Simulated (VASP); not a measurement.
# MoSe (Pm-3m) in VASP: a series of runs

MoSe is run at these levels: PBE+U; tasks: single point.

Program: VASP 6.6.1. These are calculated values, not measurements. Logs are shortened: lines on timing, memory, paths and dates and some standing lists are left out, and cuts for length are marked.

### 1 The cell of the first run

It takes space group Pm-3m (No. 221, cubic). The conventional cell has a = 3.580 Å, b = 3.580 Å, c = 3.580 Å, α = 90.00°, β = 90.00°, γ = 90.00°. Within 4.1 Å of Mo (site symmetry m-3m) lie 8 Se at 3.10 Å and 6 Mo at 3.58 Å. Within 4.1 Å of Se (site symmetry m-3m) lie 8 Mo at 3.10 Å and 6 Se at 3.58 Å.

### 2 Single point, PBE+U, collinear spin, ferromagnetic start

The input, INCAR:

```
PREC = Accurate
ENCUT = 520
EDIFF = 1E-6
ISMEAR = 0
SIGMA = 0.1
LREAL = False
LASPH = True
NELM = 150
ALGO = Normal
ISIF = 2
LWAVE = False
LCHARG = False
ISPIN = 2
MAGMOM = 2 0
LORBIT = 11
LMAXMIX = 4
LDAU = True
LDAUTYPE = 2
LDAUL = 2 -1
LDAUU = 4.38 0
LDAUJ = 0 0
LDAUPRINT = 1
GGA = PE
NBANDS = 21
```

The input, KPOINTS:

```
Automatic mesh
0
Gamma
  12 12 12
```

The input, POSCAR:

```
MoSe
1.0
    3.5798454273      0.0000000000      0.0000000000
    0.0000000000      3.5798454273      0.0000000000
    0.0000000000      0.0000000000      3.5798454273
Mo Se
1 1
Direct
    0.0000000000      0.0000000000      0.0000000000
    0.5000000000      0.5000000000      0.5000000000
```

Potentials or basis: VASP PAW PBE potentials, release 64 (Mo_sv, Se).

On the command line:

```
cat potpaw_PBE.64/Mo_sv/POTCAR potpaw_PBE.64/Se/POTCAR > POTCAR
mpirun -np 1 vasp_std > vasp.out
```

OUTCAR:

```text
PREC = Accurate
   ENCUT = 520
   EDIFF = 1E-6
   ISMEAR = 0
   LREAL = False
   LASPH = True
   NELM = 150
   ISIF = 2
   ISPIN = 2
   LORBIT = 11
   GGA = PE

 ion  position               nearest neighbor table
   1  0.000  0.000  0.000-   2 3.10   2 3.10   2 3.10   2 3.10   2 3.10   2 3.10   2 3.10   2 3.10

   2  0.500  0.500  0.500-   1 3.10   1 3.10   1 3.10   1 3.10   1 3.10   1 3.10   1 3.10   1 3.10

  LATTYP: Found a simple cubic cell.
 ALAT       =     3.5798454273

  Lattice vectors:

 A1 = (   3.5798454273,   0.0000000000,   0.0000000000)
 A2 = (   0.0000000000,   3.5798454273,   0.0000000000)
 A3 = (   0.0000000000,   0.0000000000,   3.5798454273)

Analysis of symmetry for initial positions (statically):
=====================================================================
 Subroutine PRICEL returns:
 Original cell was already a primitive cell.

 Routine SETGRP: Setting up the symmetry group for a
 simple cubic supercell.

 Subroutine GETGRP returns: Found 48 space group operations
[... 9 lines left out ...]

 Routine SETGRP: Setting up the symmetry group for a
 simple cubic supercell.

 Subroutine GETGRP returns: Found 48 space group operations
 (whereof 48 operations were pure point group operations)
 out of a pool of 48 trial point group operations.

The dynamic configuration has the point symmetry O_h .

Analysis of structural, dynamic, and magnetic symmetry:
=====================================================================
 Subroutine PRICEL returns:
 Original cell was already a primitive cell.

 Routine SETGRP: Setting up the symmetry group for a
 simple cubic supercell.

 Subroutine GETGRP returns: Found 48 space group operations
 (whereof 48 operations were pure point group operations)
 out of a pool of 48 trial point group operations.

The overall configuration has the point symmetry O_h .

 Subroutine INISYM returns: Found 48 space group operations
[... 5 lines left out ...]
                                     Primitive cell

  volume of cell :      45.8768

  direct lattice vectors                    reciprocal lattice vectors
     3.579845427  0.000000000  0.000000000     0.279341670  0.000000000  0.000000000
     0.000000000  3.579845427  0.000000000     0.000000000  0.279341670  0.000000000
     0.000000000  0.000000000  3.579845427     0.000000000  0.000000000  0.279341670

  length of vectors
     3.579845427  3.579845427  3.579845427     0.279341670  0.279341670  0.279341670

  position of ions in fractional coordinates (direct lattice)
     0.000000000  0.000000000  0.000000000
     0.500000000  0.500000000  0.500000000

  ion indices of the primitive-cell ions
   primitive index   ion index
                 1           1
                 2           2

----------------------------------------------------------------------------------------

 KPOINTS: Automatic mesh

Automatic generation of k-mesh.
 Grid dimensions read from file:
 generate k-points for:   12   12   12

 Generating k-lattice:

  Cartesian coordinates                     Fractional coordinates (reciprocal lattice)
     0.023278472  0.000000000  0.000000000     0.083333333  0.000000000  0.000000000
     0.000000000  0.023278472  0.000000000     0.000000000  0.083333333  0.000000000
     0.000000000  0.000000000  0.023278472     0.000000000  0.000000000  0.083333333

  Length of vectors
     0.023278472  0.023278472  0.023278472

  Shift w.r.t. Gamma in fractional coordinates (k-lattice)
     0.000000000  0.000000000  0.000000000

 Subroutine IBZKPT returns following result:
[... 41 lines left out ...]
   ISTART =      0    job   : 0-new  1-cont  2-samecut
   ICHARG =      2    charge: 1-file 2-atom 10-const
   ISPIN  =      2    spin polarized calculation?
   LNONCOLLINEAR =      F non collinear calculations
   LSORBIT =      F    spin-orbit coupling
   LASPH  =      T    aspherical Exc in radial PAW
   ENCUT  =  520.0 eV  38.22 Ry    6.18 a.u.   6.66  6.66  6.66*2*pi/ulx,y,z
   NELM   =    150;   NELMIN=  2; NELMDL= -5     # of ELM steps
   EDIFF  = 0.1E-05   stopping-criterion for ELM
   LREAL  =      F    real-space projection
   EDIFFG = 0.1E-04   stopping-criterion for IOM
   NSW    =      0    number of steps for IOM
   IBRION =     -1    ionic relax: 0-MD 1-quasi-New 2-CG
   NFREE  =      0    steps in history (QN), initial steepest desc. (CG)
   ISIF   =      2    stress and relaxation
   ISYM   =      2    0-nonsym 1-usesym 2-fastsym
   POTIM  = 0.5000    time-step for ionic-motion
   TEBEG  =    0.0;   TEEND  =   0.0 temperature during run
   PSTRESS=    0.0 pullay stress
   NELECT =      20.0000    total number of electrons
   NUPDOWN=      -1.0000    fix difference up-down
   EMIN   =  10.00;   EMAX   =-10.00  energy-range for DOS
   EFERMI =   0.00;   METHOD = LEGACY
   ISMEAR =     0;   SIGMA  =   0.10  broadening in eV -4-tet -1-fermi 0-gaus
   EFERMI_NEDOS =   21; number of points for ismear=-14 and -15
   IALGO  =     38    algorithm
   IMIX   =      4    mixing-type and parameters
     AMIX     =   0.40;   BMIX     =  1.00
     AMIX_MAG =   1.60;   BMIX_MAG =  1.00
  volume/ion in A,a.u.               =      22.94       154.80
  Fermi-wavevector in a.u.,A,eV,Ry     =   1.241330  2.345773 20.965217  1.540900
  Thomas-Fermi vector in A             =   2.375732
   LORBIT       =     11    0 simple, 1 ext, 2 COOP (PROOUT), +10 PAW based schemes
 LDA+U is selected, type is set to LDAUTYPE =  2
   angular momentum for each species LDAUL =     2   -1
   U (eV)           for each species LDAUU =   4.4  0.0
   J (eV)           for each species LDAUJ =   0.0  0.0
   GGA     = PE    functional components
   LHFCALC =     F    Hartree Fock is set to
   AEXX    =    0.0000 exact exchange contribution
   IVDW    =     0    specifies the selected vdW correction
   LEPSILON=     F    determine dielectric tensor
   LRPA    =     F    only Hartree local field effects (RPA)
 spin polarized calculation
 Gauss-broadening in eV      SIGMA  =   0.10
  energy-cutoff  :      520.00
  volume of cell :       45.88
 maximum number of plane-waves:      1253
 NGX is ok and might be reduce to    28
   NGX = 13   NGY = 13   NGZ = 13

atom =   1  type =  1  l = 2

 onsite density matrix

spin component  1

  0.7208 -0.0000 -0.0000 -0.0000 -0.0000
 -0.0000  0.7208  0.0000 -0.0000 -0.0000
 -0.0000  0.0000  0.8309  0.0000 -0.0000
 -0.0000 -0.0000  0.0000  0.7208  0.0000
 -0.0000 -0.0000 -0.0000  0.0000  0.8309

spin component  2

  0.0411  0.0000  0.0000 -0.0000  0.0000
  0.0000  0.0411 -0.0000 -0.0000  0.0000
  0.0000 -0.0000  0.0085 -0.0000 -0.0000
 -0.0000 -0.0000 -0.0000  0.0411 -0.0000
  0.0000  0.0000 -0.0000 -0.0000  0.0085

 occupancies and eigenvectors

  o =  0.0085  v =  0.0000  0.0000  0.0000  0.0000  0.0000  0.0000 -0.0000 -1.0000 -0.0000 -0.0050      0.0000  0.0000  0.0000  0.0000  0.0000  0.0000  0.0000  0.0000  0.0000  0.0000
  o =  0.0085  v =  0.0000  0.0000  0.0000  0.0000  0.0000 -0.0000 -0.0000 -0.0050  0.0000  1.0000      0.0000  0.0000  0.0000  0.0000  0.0000  0.0000  0.0000  0.0000  0.0000  0.0000
  o =  0.0411  v =  0.0000  0.0000  0.0000  0.0000  0.0000  0.7937 -0.6083  0.0000 -0.0072 -0.0000      0.0000  0.0000  0.0000  0.0000  0.0000  0.0000  0.0000  0.0000  0.0000  0.0000
  o =  0.0411  v =  0.0000  0.0000  0.0000  0.0000  0.0000 -0.6083 -0.7935 -0.0000 -0.0168 -0.0000      0.0000  0.0000  0.0000  0.0000  0.0000  0.0000  0.0000  0.0000  0.0000  0.0000
  o =  0.0411  v =  0.0000  0.0000  0.0000  0.0000  0.0000  0.0045  0.0177  0.0000 -0.9998  0.0000      0.0000  0.0000  0.0000  0.0000  0.0000  0.0000  0.0000  0.0000  0.0000  0.0000
  o =  0.7208  v =  1.0000  0.0000  0.0000  0.0000  0.0000  0.0000  0.0000  0.0000  0.0000  0.0000      0.0000  0.0000  0.0000  0.0000  0.0000  0.0000  0.0000  0.0000  0.0000  0.0000
  o =  0.7208  v =  0.0000  0.9975  0.0000 -0.0707  0.0000  0.0000  0.0000  0.0000  0.0000  0.0000      0.0000  0.0000  0.0000  0.0000  0.0000  0.0000  0.0000  0.0000  0.0000  0.0000
  o =  0.7208  v =  0.0000 -0.0707  0.0000 -0.9975 -0.0000  0.0000  0.0000  0.0000  0.0000  0.0000      0.0000  0.0000  0.0000  0.0000  0.0000  0.0000  0.0000  0.0000  0.0000  0.0000
  o =  0.8309  v =  0.0000  0.0000  0.0666  0.0000 -0.9978  0.0000  0.0000  0.0000  0.0000  0.0000      0.0000  0.0000  0.0000  0.0000  0.0000  0.0000  0.0000  0.0000  0.0000  0.0000
  o =  0.8309  v =  0.0000 -0.0000  0.9978  0.0000  0.0666  0.0000  0.0000  0.0000  0.0000  0.0000      0.0000  0.0000  0.0000  0.0000  0.0000  0.0000  0.0000  0.0000  0.0000  0.0000

 number of electron      19.9999999 magnetization       3.9999304

 Free energy of the ion-electron system (eV)
  ---------------------------------------------------
  ext. energy  EPLUGINS =         0.00000000
  ---------------------------------------------------
  free energy    TOTEN  =        -9.77118048 eV

  energy without entropy =       -9.76912730  energy(sigma->0) =       -9.77015389

 E-fermi :   6.5601     XC(G=0): -10.4234

 val. band max:        6.5517474163   @ k =   0.4167   0.4167   0.3333
 cond. band min:       6.6073794392   @ k =   0.1667   0.1667   0.0000
 fundamental gap:      0.0556320229
 Fermi energy:         6.5600663138

 spin component 1

 k-point     1 :       0.0000    0.0000    0.0000
  band No.  band energies     occupation
      1     -55.2608      1.00000
      2     -29.4618      1.00000
      3     -29.4618      1.00000
      4     -29.4618      1.00000
      5      -7.4717      1.00000
      6       2.4871      1.00000
[... 1145 lines left out ...]
     20      20.0289      0.00000
     21      21.8399      0.00000

 [... further k-points ...]
[... 5 lines left out ...]
  --------------------------------------------------------------------------------------
  -------------------------------------------------------------------------------------
  Total       -1.3850003     -1.3850003     -1.3850003      0.0000000      0.0000000     -0.0000000
  in kB      -48.3690592    -48.3690592    -48.3690592      0.0000000      0.0000000     -0.0000000
  external PRESSURE =     -48.3690592 kB  Pullay stress =       0.0000000 kB

 VOLUME and BASIS-vectors are now :
 -----------------------------------------------------------------------------
  energy-cutoff  :      520.00
  volume of cell :       45.88
      direct lattice vectors                 reciprocal lattice vectors
     3.579845427  0.000000000  0.000000000     0.279341670  0.000000000  0.000000000
     0.000000000  3.579845427  0.000000000     0.000000000  0.279341670  0.000000000
     0.000000000  0.000000000  3.579845427     0.000000000  0.000000000  0.279341670

 POSITION                                       TOTAL-FORCE (eV/Angst)
 -----------------------------------------------------------------------------------
      0.00000      0.00000      0.00000         0.000000      0.000000      0.000000
      1.78992      1.78992      1.78992         0.000000      0.000000      0.000000
 -----------------------------------------------------------------------------------
    total drift:                               -0.000000      0.000000     -0.000000

  FREE ENERGIE OF THE ION-ELECTRON SYSTEM (eV)
  ---------------------------------------------------
  free  energy   TOTEN  =        -9.7711804762 eV

  energy  without entropy=       -9.7691273022  energy(sigma->0) =       -9.77015389

 total charge

# of ion       s       p       d       tot
------------------------------------------
    1        2.155   6.031   3.930  12.116
    2        1.487   2.239   0.029   3.755
--------------------------------------------------
tot          3.642   8.271   3.958  15.872

 magnetization (x)

# of ion       s       p       d       tot
------------------------------------------
    1        0.059   0.039   3.655   3.754
    2        0.021  -0.318   0.018  -0.278
--------------------------------------------------
tot          0.081  -0.279   3.673   3.475
```

Run time: 2.1 min. Hardware: 1 thread of Intel Xeon Platinum 8488C (Sapphire Rapids), shared host; peak memory 0.26 GiB.

Results:

* Free energy: -9.7712 eV
* Pressure: -4.8 GPa
* Band gap on the k mesh: zero (filled and empty bands overlap)
* Net moment: 4.00 μB per cell
* Site moments: Mo +3.75; Se -0.28 μB
* Valence electrons inside the program's atomic spheres: Mo 12.12; Se 3.75

Levels at points of the mesh, in eV from the Fermi level:
Spin up:
| k point | band 10 | band 11 | band 12 | band 13 | band 14 | band 15 |
| --- | --- | --- | --- | --- | --- | --- |
| (0.00, 0.00, 0.00) | -1.61 | -1.56 | -1.56 | -1.56 | -0.42 | 7.45 |
| (0.50, 0.00, 0.00) | -1.45 | -1.32 | 1.30 | 1.30 | 3.04 | 5.66 |
| (0.50, 0.50, 0.00) | -2.26 | -2.02 | -1.40 | -0.53 | 1.54 | 7.40 |
| (0.50, 0.50, 0.50) | -1.36 | 1.19 | 1.19 | 1.19 | 1.98 | 1.98 |
Spin down:
| k point | band 6 | band 7 | band 8 | band 9 | band 10 | band 11 |
| --- | --- | --- | --- | --- | --- | --- |
| (0.00, 0.00, 0.00) | -1.79 | -1.79 | -1.79 | 0.82 | 0.82 | 1.25 |
| (0.50, 0.00, 0.00) | -5.91 | -1.89 | -1.89 | 1.83 | 4.08 | 4.23 |
| (0.50, 0.50, 0.00) | -4.56 | -4.56 | -0.88 | 0.13 | 2.40 | 2.58 |
| (0.50, 0.50, 0.50) | -4.55 | -4.55 | -4.55 | 3.30 | 3.30 | 3.30 |

Eigenvalues of the final occupation matrices:
| site | spin | trace | eigenvalues |
| --- | --- | --- | --- |
| site 1 d | 1 | 3.82 | 0.72 0.72 0.72 0.83 0.83 |
| site 1 d | 2 | 0.14 | 0.01 0.01 0.04 0.04 0.04 |

The state reached can hang on the start; a lower one may exist.

### 3 Single point, PBE+U, collinear spin, ferromagnetic start

This run uses another cell than the first one, of 24.26 Å³/atom, 1.058 times its volume.

The input, INCAR:

```
SYSTEM = MoSe
  PREC = Accurate
  ENCUT = 520
  EDIFF = 1E-7
  ISMEAR = 0
  SIGMA = 0.1
  LREAL = .False.
  LASPH = .True.
  NELM = 150
  ALGO = Normal
  ISIF = 2
  LWAVE = .False.
  LCHARG = .False.
  ISPIN = 2
  MAGMOM = 2 0
  LORBIT = 11
  LMAXMIX = 4
  LDAU = .True.
  LDAUTYPE = 2
  LDAUL = 2 -1
  LDAUU = 4.38 0
  LDAUJ = 0 0
  LDAUPRINT = 1
  GGA = PE
  NBANDS = 21
```

The input, KPOINTS:

```
regular mesh
0
Gamma
  12 12 12
  0 0 0
```

The input, POSCAR:

```
MoSe
1.0
    3.6474055683      0.0000000000      0.0000000000
    0.0000000000      3.6474055683      0.0000000000
    0.0000000000      0.0000000000      3.6474055683
Mo Se
1 1
Direct
    0.0000000000      0.0000000000      0.0000000000
    0.5000000000      0.5000000000      0.5000000000
```

Potentials or basis: VASP PAW PBE potentials, release 64 (Mo_sv, Se).

On the command line:

```
cat potpaw_PBE.64/Mo_sv/POTCAR potpaw_PBE.64/Se/POTCAR > POTCAR
mpirun -np 1 vasp_std > vasp.out
```

Wall time 94 s (1 thread of Intel Xeon Platinum 8488C (Sapphire Rapids), shared host); peak memory 0.27 GiB.

Results (log left out):

| Property | Result |
| --- | --- |
| Free energy | -9.6700 eV |
| Pressure | -7.3 GPa |
| Band gap on the k mesh | zero (filled and empty bands overlap) |
| Net moment | 4.00 μB per cell |
| Site moments | Mo +3.78; Se -0.31 μB |
| Valence electrons inside the program's atomic spheres | Mo 12.10; Se 3.73 |

Levels at points of the mesh, in eV from the Fermi level:
Spin up:
| k point | band 9 | band 10 | band 11 | band 12 | band 13 | band 14 | band 15 | band 16 |
| --- | --- | --- | --- | --- | --- | --- | --- | --- |
| (0.00, 0.00, 0.00) | -1.49 | -1.49 | -1.44 | -1.44 | -1.44 | -0.57 | 7.42 | 7.42 |
| (0.50, 0.00, 0.00) | -3.21 | -1.39 | -1.31 | 1.19 | 1.19 | 2.94 | 5.32 | 6.06 |
| (0.50, 0.50, 0.00) | -2.10 | -2.10 | -1.96 | -1.40 | -0.44 | 1.46 | 7.21 | 7.21 |
| (0.50, 0.50, 0.50) | -1.36 | -1.36 | 1.07 | 1.07 | 1.07 | 2.11 | 2.11 | 2.11 |
Spin down:
```csv
k point,band 5,band 6,band 7,band 8,band 9,band 10,band 11,band 12
"(0.00, 0.00, 0.00)",-13.87,-1.67,-1.67,-1.67,1.10,1.14,1.14,3.93
"(0.50, 0.00, 0.00)",-13.25,-5.50,-1.72,-1.72,2.08,4.10,4.19,4.57
"(0.50, 0.50, 0.00)",-12.88,-4.24,-4.24,-0.83,0.39,2.53,2.79,2.79
"(0.50, 0.50, 0.50)",-12.39,-4.19,-4.19,-4.19,3.41,3.41,3.41,5.23
```

Eigenvalues of the final occupation matrices:
| site | spin | trace | eigenvalues |
| --- | --- | --- | --- |
| site 1 d | 1 | 3.84 | 0.72 0.72 0.72 0.83 0.83 |
| site 1 d | 2 | 0.12 | 0.01 0.01 0.04 0.04 0.04 |
